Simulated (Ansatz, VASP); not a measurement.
## Two plane-wave programs on BN

```xyz
2
Lattice="-0.0180 1.8048 1.8048 1.8048 -0.0180 1.8048 1.7868 1.7868 0.0000" Properties=species:S:1:pos:R:3 pbc="T T T"
B     0.0000    0.0000   -0.0003
N     0.8934    0.8934    0.9027
```

Change from the starting cell: shear_xy strain -2.0%.

Alike in both runs: task single point; functional r2SCAN; k mesh 12 × 12 × 12; no spin polarisation.

|  | VASP | Ansatz |
| --- | --- | --- |
| version | VASP 6.6.1 | Ansatz 0.2.0 |
| potentials or method | VASP PAW PBE potentials, release 64 (B, N) | plane waves, PAW |
| plane-wave cutoff (eV) | 520 | 500 |
| occupations | gaussian, width 0.01 eV | fixed |
| valence electrons in the cell | 8 | 8 |

VASP gave:

```
gap on the k mesh at the Fermi level (eV)                     : 4.91
pressure (GPa)                                                : 1.3
traceless stress, the component that is largest in VASP (GPa) : 9.41
```

Task: Which values does Ansatz return?

Result: gap on the k mesh at the Fermi level (eV): 4.93; pressure (GPa): 0.2; traceless stress, the component that is largest in VASP (GPa): 9.35.

VASP's potentials were made for PBE, not for r2SCAN.
